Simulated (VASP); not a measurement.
# SiGe (P6_3mc) in VASP: further runs, part 2 of 2

VASP 6.6.1. Earlier steps stand in the parts before.

## (3) Single point, PBEsol (all Ge atoms moved +0.225 Å, as atom 3 along Cartesian [0 0 1])

The input, INCAR:

```
SYSTEM = SiGe
PREC = Accurate
ENCUT = 520
EDIFF = 1E-6
ISMEAR = 0
SIGMA = 0.03
LREAL = .False.
LASPH = .True.
NELM = 60
ALGO = Normal
ISIF = 2
LWAVE = .False.
LCHARG = .True.
GGA = PS
LELF = .True.
LVHAR = .True.
NBANDS = 26
```

The input, KPOINTS:

```
regular mesh
0
Gamma
  12 12 6
  0 0 0
```

The input, POSCAR:

```
SiGe
1.0
    3.9005968931      0.0000000000      0.0000000000
   -1.9502984466      3.3780159994      0.0000000000
    0.0000000000      0.0000000000      6.4433927721
Si Ge
2 2
Direct
    0.6666666667      0.3333333333      0.8745463420
    0.3333333333      0.6666666667      0.3745463420
    0.6666666667      0.3333333333      0.5353721496
    0.3333333333      0.6666666667      0.0353721496
```

Potentials or basis: VASP PAW PBE potentials, release 64 (Si, Ge_d).

Command:

```
> cat potpaw_PBE.64/Si/POTCAR potpaw_PBE.64/Ge_d/POTCAR > POTCAR
> mpirun -np 1 vasp_std > vasp.out
```

OUTCAR:

```text
SYSTEM = SiGe
   PREC = Accurate
   ENCUT = 520
   EDIFF = 1E-6
   ISMEAR = 0
   LREAL = .False.
   LASPH = .True.
   NELM = 60
   ISIF = 2
   GGA = PS

 ion  position               nearest neighbor table
   1  0.667  0.333  0.875-   3 2.19   4 2.48   4 2.48   4 2.48
   2  0.333  0.667  0.375-   4 2.19   3 2.48   3 2.48   3 2.48
   3  0.667  0.333  0.535-   1 2.19   2 2.48   2 2.48   2 2.48
   4  0.333  0.667  0.035-   2 2.19   1 2.48   1 2.48   1 2.48

  LATTYP: Found a hexagonal cell.
 ALAT       =     3.9005968931
 C/A-ratio  =     1.6518991705

  Lattice vectors:

 A1 = (   3.9005968931,   0.0000000000,   0.0000000000)
 A2 = (  -1.9502984466,   3.3780159994,   0.0000000000)
 A3 = (   0.0000000000,   0.0000000000,   6.4433927721)

Analysis of symmetry for initial positions (statically):
[... 6 lines left out ...]

 Subroutine GETGRP returns: Found 12 space group operations
 (whereof  6 operations were pure point group operations)
 out of a pool of 24 trial point group operations.

The static configuration has the point symmetry C_3v.
 The point group associated with its full space group is C_6v.

Analysis of symmetry for dynamics (positions and initial velocities):
[... 6 lines left out ...]

 Subroutine GETGRP returns: Found 12 space group operations
 (whereof  6 operations were pure point group operations)
 out of a pool of 24 trial point group operations.

The dynamic configuration has the point symmetry C_3v.
 The point group associated with its full space group is C_6v.

 Subroutine INISYM returns: Found 12 space group operations
 (whereof  6 operations are pure point group operations),
 and found     1 'primitive' translations

----------------------------------------------------------------------------------------

                                     Primitive cell

  volume of cell :      84.8999

[... 108 lines left out ...]
   EFERMI_NEDOS =   21; number of points for ismear=-14 and -15
   IALGO  =     38    algorithm
   IMIX   =      4    mixing-type and parameters
     AMIX     =   0.40;   BMIX     =  1.00
     AMIX_MAG =   1.60;   BMIX_MAG =  1.00
  volume/ion in A,a.u.               =      21.22       143.23
  Fermi-wavevector in a.u.,A,eV,Ry     =   1.229910  2.324192 20.581230  1.512678
  Thomas-Fermi vector in A             =   2.364779
   LORBIT       =      0    0 simple, 1 ext, 2 COOP (PROOUT), +10 PAW based schemes
   GGA     = PS    functional components
   LHFCALC =     F    Hartree Fock is set to
   AEXX    =    0.0000 exact exchange contribution
   IVDW    =     0    specifies the selected vdW correction
   LEPSILON=     F    determine dielectric tensor
   LRPA    =     F    only Hartree local field effects (RPA)
 non-spin polarized calculation
 Gauss-broadening in eV      SIGMA  =   0.03
  energy-cutoff  :      520.00
  volume of cell :       84.90
 maximum number of plane-waves:      2316
 NGX is ok and might be reduce to    30
   NGX = 15   NGY = 15   NGZ = 23

 number of electron      36.0000005 magnetization

 Free energy of the ion-electron system (eV)
  ---------------------------------------------------
  ext. energy  EPLUGINS =         0.00000000
  ---------------------------------------------------
  free energy    TOTEN  =       -20.52059678 eV

  energy without entropy =      -20.52027278  energy(sigma->0) =      -20.52043478

 E-fermi :   5.7185     XC(G=0):  -9.8955

 val. band max:        5.7170497052   @ k =   0.0833   0.0000   0.1667
 cond. band min:       5.7398511925   @ k =   0.3333   0.3333   0.0000
 fundamental gap:      0.0228014872
 Fermi energy:         5.7185139932

 k-point     1 :       0.0000    0.0000    0.0000
  band No.  band energies     occupation
      1     -19.0828      2.00000
      2     -19.0811      2.00000
      3     -19.0438      2.00000
      4     -19.0438      2.00000
      5     -19.0382      2.00000
      6     -19.0382      2.00000
[... 685 lines left out ...]
     25      12.7080      0.00000
     26      13.0074      0.00000

 [... further k-points ...]

------------------------ aborting loop because EDIFF is reached ----------------------------------------

  FORCE on cell =-STRESS in cart. coord.  units (eV):
  Direction    XX          YY          ZZ          XY          YZ          ZX
  --------------------------------------------------------------------------------------
  -------------------------------------------------------------------------------------
  Total       -2.2211074     -2.2211074      7.1302912      0.0000000      0.0000000      0.0000000
  in kB      -41.9153185    -41.9153185    134.5582931      0.0000000      0.0000000      0.0000000
  external PRESSURE =      16.9092187 kB  Pullay stress =       0.0000000 kB

 VOLUME and BASIS-vectors are now :
 -----------------------------------------------------------------------------
  energy-cutoff  :      520.00
  volume of cell :       84.90
      direct lattice vectors                 reciprocal lattice vectors
     3.900596893  0.000000000  0.000000000     0.256371019  0.148015877  0.000000000
    -1.950298447  3.378015999  0.000000000     0.000000000  0.296031754  0.000000000
     0.000000000  0.000000000  6.443392772     0.000000000  0.000000000  0.155197741

 POSITION                                       TOTAL-FORCE (eV/Angst)
 -----------------------------------------------------------------------------------
      1.95030      1.12601      5.63505         0.000000      0.000000      3.581759
     -0.00000      2.25201      2.41335         0.000000      0.000000      3.581759
      1.95030      1.12601      3.44961         0.000000      0.000000     -3.581759
     -0.00000      2.25201      0.22792        -0.000000      0.000000     -3.581759
 -----------------------------------------------------------------------------------
    total drift:                                0.000000      0.000000      0.002918

  FREE ENERGIE OF THE ION-ELECTRON SYSTEM (eV)
  ---------------------------------------------------
  free  energy   TOTEN  =       -20.5205967794 eV

  energy  without entropy=      -20.5202727807  energy(sigma->0) =      -20.52043478
```

OSZICAR:

```text
N       E                     dE             d eps       ncg     rms          rms(c)
DAV:   1     0.262323033928E+03    0.26232E+03   -0.17611E+04  4574   0.297E+03
DAV:   2     0.212133578281E+02   -0.24111E+03   -0.23219E+03  4008   0.619E+02
DAV:   3    -0.192457532499E+02   -0.40459E+02   -0.40026E+02  4812   0.153E+02
DAV:   4    -0.208700563080E+02   -0.16243E+01   -0.16214E+01  4694   0.343E+01
DAV:   5    -0.209043393160E+02   -0.34283E-01   -0.34274E-01  4960   0.553E+00    0.595E+00
DAV:   6    -0.206415737258E+02    0.26277E+00   -0.10640E-01  4622   0.251E+00    0.345E+00
DAV:   7    -0.205182918049E+02    0.12328E+00   -0.19028E-01  4352   0.289E+00    0.221E-01
DAV:   8    -0.205203104169E+02   -0.20186E-02   -0.18699E-02  4828   0.142E+00    0.122E-01
DAV:   9    -0.205205204744E+02   -0.21006E-03   -0.44325E-04  4808   0.150E-01    0.788E-02
DAV:  10    -0.205205853580E+02   -0.64884E-04   -0.86211E-05  4828   0.870E-02    0.233E-02
DAV:  11    -0.205205958005E+02   -0.10442E-04   -0.14489E-05  4572   0.263E-02    0.511E-03
DAV:  12    -0.205205967794E+02   -0.97894E-06   -0.10402E-06  3290   0.713E-03
   1 F= -.20520597E+02 E0= -.20520435E+02  d E =-.323999E-03
```

stdout:

```text
POSCAR found type information on POSCAR SiGe
 POSCAR found :  2 types and       4 ions
 scaLAPACK will be used
 -----------------------------------------------------------------------------
|                                                                             |
|                                                                             |
|     You enforced a specific xc type in the INCAR file but a different       |
|     I HOPE YOU KNOW WHAT YOU ARE DOING!                                     |
|                                                                             |
 -----------------------------------------------------------------------------

 LDA part: xc-table for (Slater+PW92), standard interpolation
 POSCAR, INCAR and KPOINTS ok, starting setup
 FFT: planning ... GRIDC
 FFT: planning ... GRID_SOFT
 FFT: planning ... GRID
 WAVECAR not read
 entering main loop
```

It took 1.7 min on 1 thread of Intel Xeon Platinum 8259CL at 2.50GHz (Skylake/Cascade Lake), shared host; peak memory 0.28 GiB.

Results:

| Item | Value |
| --- | --- |
| Free energy | -20.5206 eV |
| Pressure | 1.7 GPa |
| Largest force | 3.582 eV/Å |
| Band gap on the k mesh | zero (band 18 reaches 6.21 eV, above the bottom of band 19 at 5.66 eV) |

Forces in eV/Å, atoms in the order of the input:
```
Si   0.000  0.000  3.582
Si   0.000  0.000  3.582
Ge   0.000  0.000 -3.582
Ge   0.000  0.000 -3.582
```

Caveat: the cell differs from its parent crystal (all Ge atoms moved +0.225 Å, as atom 3 along Cartesian [0 0 1]); the PAW data sets were made with another functional, which shifts forces and pressure a little.

## (4) Single point, PBEsol (all Ge atoms moved -0.150 Å, as atom 3 along Cartesian [0 0 1])

The input, INCAR:

```
PREC = Accurate ; ENCUT = 520
EDIFF = 1E-7 ; ISMEAR = 0
SIGMA = 0.03 ; LREAL = F
LASPH = T ; NELM = 100
ALGO = Normal ; ISIF = 2
LWAVE = F ; LCHARG = T
GGA = PS ; LELF = T
LVHAR = T ; NBANDS = 26
```

The input, KPOINTS:

```
regular mesh
0
Gamma
  12 12 6
```

POSCAR: that of step 3 with these lines changed.

```diff
@@ -10,3 +10,3 @@
     0.3333333333      0.6666666667      0.3745463420
-    0.6666666667      0.3333333333      0.5353721496
-    0.3333333333      0.6666666667      0.0353721496
+    0.6666666667      0.3333333333      0.4771729969
+    0.3333333333      0.6666666667     -0.0228270031
```

Command:

```
> cat potpaw_PBE.64/Si/POTCAR potpaw_PBE.64/Ge_d/POTCAR > POTCAR
> mpirun -np 1 vasp_std > vasp.out
```

Run time: 2 min. Hardware: 1 thread of Intel Xeon Platinum 8259CL at 2.50GHz (Skylake/Cascade Lake), shared host; peak memory 0.29 GiB.

Results (log left out):

```yaml
Free_energy: -21.0298 eV
Pressure: 0.7 GPa
Largest_force: 1.385 eV/Å
Band_gap_on_the_k_mesh: zero (band 18 reaches 5.89 eV, above the bottom of band 19 at 5.70 eV)
```

Forces in eV/Å, atoms in the order of the input:
```
Si   0.000  0.000 -1.385
Si   0.000  0.000 -1.385
Ge   0.000  0.000  1.385
Ge   0.000  0.000  1.385
```

Stress tensor (GPa, compression positive):
```
 3.18  0.00  0.00
 0.00  3.18  0.00
 0.00  0.00 -4.14
```

Levels at points of the mesh, in eV from the Fermi level:
```tsv
k point	band 15	band 16	band 17	band 18	band 19	band 20	band 21	band 22
(0.00, 0.00, 0.00)	-1.95	-0.61	-0.61	-0.12	0.30	1.22	1.95	1.95
(0.50, 0.00, 0.00)	-4.64	-3.55	-2.83	-2.13	-0.06	1.61	3.49	3.64
(0.00, 0.00, 0.50)	-1.40	-1.40	-1.40	-1.40	0.66	0.66	2.79	2.79
(0.50, 0.00, 0.50)	-2.96	-2.96	-2.47	-2.47	0.48	0.48	1.27	1.27
```

Caveat: the cell differs from its parent crystal (all Ge atoms moved -0.150 Å, as atom 3 along Cartesian [0 0 1]); the PAW data sets were made with another functional, which shifts forces and pressure a little.

## (5) Single point, PBEsol (all Ge atoms moved +0.300 Å, as atom 3 along Cartesian [0 0 1])

The input, INCAR:

```
PREC = Accurate ; ENCUT = 520
EDIFF = 1E-6 ; ISMEAR = 0
SIGMA = 0.03 ; LREAL = False
LASPH = True ; NELM = 100
ALGO = Normal ; ISIF = 2
LWAVE = False ; LCHARG = True
GGA = PS ; LELF = True
LVHAR = True ; NBANDS = 26
```

The input, KPOINTS:

```
Automatic mesh
0
Gamma
  12 12 6
```

POSCAR: that of step 4 with these lines changed.

```diff
@@ -10,3 +10,3 @@
     0.3333333333      0.6666666667      0.3745463420
-    0.6666666667      0.3333333333      0.4771729969
-    0.3333333333      0.6666666667     -0.0228270031
+    0.6666666667      0.3333333333      0.5470119802
+    0.3333333333      0.6666666667      0.0470119802
```

Command:

```
> cat potpaw_PBE.64/Si/POTCAR potpaw_PBE.64/Ge_d/POTCAR > POTCAR
> mpirun -np 1 vasp_std > vasp.out
```

It took 1.8 min on 1 thread of Intel Xeon Platinum 8259CL at 2.50GHz (Skylake/Cascade Lake), shared host; peak memory 0.28 GiB.

It converged, with:

- Free energy: -19.8677 eV
- Pressure: 3.4 GPa
- Largest force: 5.191 eV/Å
- Band gap on the k mesh: zero (band 18 reaches 6.41 eV, above the bottom of band 19 at 5.46 eV)

Forces in eV/Å, atoms in the order of the input:
```
Si   0.000  0.000  5.191
Si   0.000  0.000  5.191
Ge   0.000  0.000 -5.191
Ge   0.000  0.000 -5.191
```

Stress tensor (GPa, compression positive):
```
-5.42  0.00  0.00
 0.00 -5.42  0.00
 0.00  0.00 21.06
```

Levels at points of the mesh, in eV from the Fermi level:
```csv
k point,band 15,band 16,band 17,band 18,band 19,band 20,band 21,band 22
"(0.00, 0.00, 0.00)",-1.57,-1.57,0.75,0.75,0.93,1.29,1.33,1.33
"(0.50, 0.00, 0.00)",-5.47,-3.99,-3.12,-0.80,0.57,1.73,1.84,2.18
"(0.00, 0.00, 0.50)",-0.85,-0.85,-0.85,-0.85,1.76,1.76,3.08,3.08
"(0.50, 0.00, 0.50)",-3.23,-3.23,-2.32,-2.32,0.10,0.10,2.18,2.18
```

Caveat: the cell differs from its parent crystal (all Ge atoms moved +0.300 Å, as atom 3 along Cartesian [0 0 1]); the PAW data sets were made with another functional, which shifts forces and pressure a little.

## (6) Single point, PBEsol (all Ge atoms moved -0.225 Å, as atom 3 along Cartesian [0 0 1])

The input, INCAR:

```
ALGO = Normal ; EDIFF = 1E-6
ENCUT = 520 ; GGA = PS
ISIF = 2 ; ISMEAR = 0
LASPH = True ; LCHARG = False
LREAL = False ; LWAVE = False
NBANDS = 26 ; NELM = 100
PREC = Accurate ; SIGMA = 0.03
```

The input, KPOINTS:

```
k-points
0
Gamma
  12 12 6
```

POSCAR: that of step 5 with these lines changed.

```diff
@@ -10,3 +10,3 @@
     0.3333333333      0.6666666667      0.3745463420
-    0.6666666667      0.3333333333      0.5470119802
-    0.3333333333      0.6666666667      0.0470119802
+    0.6666666667      0.3333333333      0.4655331664
+    0.3333333333      0.6666666667     -0.0344668336
```

Potentials or basis: VASP PAW PBE potentials, release 64 (Si, Ge_d).

Command:

```
> cat potpaw_PBE.64/Si/POTCAR potpaw_PBE.64/Ge_d/POTCAR > POTCAR
> mpirun -np 1 vasp_std > vasp.out
```

Run time: 1.9 min. Hardware: 1 thread of Intel Xeon Platinum 8259CL at 2.50GHz (Skylake/Cascade Lake), shared host; peak memory 0.28 GiB.

The run converged. Its results:

| Quantity | Value |
| --- | --- |
| Free energy | -20.7903 eV |
| Pressure | 1.3 GPa |
| Largest force | 1.772 eV/Å |
| Band gap on the k mesh | zero (band 18 reaches 6.16 eV, above the bottom of band 19 at 5.59 eV) |

Forces in eV/Å, atoms in the order of the input:
```
Si   0.000  0.000 -1.772
Si   0.000  0.000 -1.772
Ge   0.000  0.000  1.772
Ge   0.000  0.000  1.772
```

Stress tensor (GPa, compression positive):
```
 4.66  0.00  0.00
 0.00  4.66  0.00
 0.00  0.00 -5.29
```

Levels at points of the mesh, in eV from the Fermi level:
```csv
k point,band 14,band 15,band 16,band 17,band 18,band 19,band 20,band 21,band 22,band 23
"(0.00, 0.00, 0.00)",-1.99,-1.99,-0.75,-0.75,-0.22,0.75,1.20,1.91,2.04,2.04
"(0.50, 0.00, 0.00)",-7.01,-4.42,-3.59,-2.59,-2.25,-0.11,1.59,3.37,3.94,4.00
"(0.00, 0.00, 0.50)",-4.10,-1.47,-1.47,-1.47,-1.47,0.56,0.56,2.80,2.80,2.80
"(0.50, 0.00, 0.50)",-8.02,-3.03,-3.03,-2.25,-2.25,0.53,0.53,1.18,1.18,6.25
```

Caveat: the cell differs from its parent crystal (all Ge atoms moved -0.225 Å, as atom 3 along Cartesian [0 0 1]); the PAW data sets were made with another functional, which shifts forces and pressure a little.
